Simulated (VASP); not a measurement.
Wanted: the native input for a VASP 6.6.1 run.

- Task: single point
- Functional: LDA
- Potentials or basis: VASP PAW LDA potentials, release 64 (Y_sv, Tl_d)
- Cutoff: 520 eV
- k mesh: 9 × 9 × 9
- Occupations: fermi-dirac, width 0.1 eV
- Spin: no spin polarisation
- Dipole correction: no
- Further INCAR settings: ALGO = Normal; EDIFF = 1e-06; NBANDS = 19

The structure of YTl lies in POSCAR:

```
YTl
1.0
    3.6051036145      0.0000000000      0.0000000000
    0.0000000000      3.6051036145      0.0000000000
    0.0000000000      0.0000000000      3.6051036145
Y Tl
1 1
Direct
    0.5000000000      0.5000000000      0.5000000000
    0.0000000000      0.0000000000      0.0000000000
```

These files were run (other wordings do the same):

INCAR

```
SYSTEM = YTl
PREC     = Accurate       ! precision mode
ENCUT    = 520            ! plane-wave cutoff, eV
EDIFF    = 1E-6           ! SCF threshold, eV
ISMEAR   = -1             ! smearing method
SIGMA    = 0.1            ! smearing width, eV
LREAL    = .FALSE.        ! projectors in reciprocal space
LASPH    = .TRUE.         ! aspherical terms in the spheres
NELM     = 60             ! most SCF steps
ALGO     = Normal         ! electronic algorithm
ISIF     = 2              ! what is computed and relaxed
LWAVE    = .FALSE.        ! write WAVECAR
LCHARG   = .TRUE.         ! write CHGCAR
GGA      = CA             ! functional
LELF     = .TRUE.         ! ELF
LVHAR    = .TRUE.       
NBANDS   = 19             ! bands
```

KPOINTS

```
regular mesh
0
G
  9 9 9
  0 0 0
```

Potentials or basis: VASP PAW LDA potentials, release 64 (Y_sv, Tl_d).

Run with:

```sh
$ cat potpaw_LDA.64/Y_sv/POTCAR potpaw_LDA.64/Tl_d/POTCAR > POTCAR
$ mpirun -np 1 vasp_std > vasp.out
```

Results of the run:

The pressure is 6.1 GPa and the band gap on the k mesh is zero (bands 12 and 13 overlap by 2.03 eV).

Caveat: the cell stands under pressure; spin-orbit coupling is left out, which moves the levels of the heavy elements.

It took 11 s on 1 thread of Intel(R) Xeon(R) 6975P-C (Granite Rapids), on a shared host, peak memory 0.17 GiB.
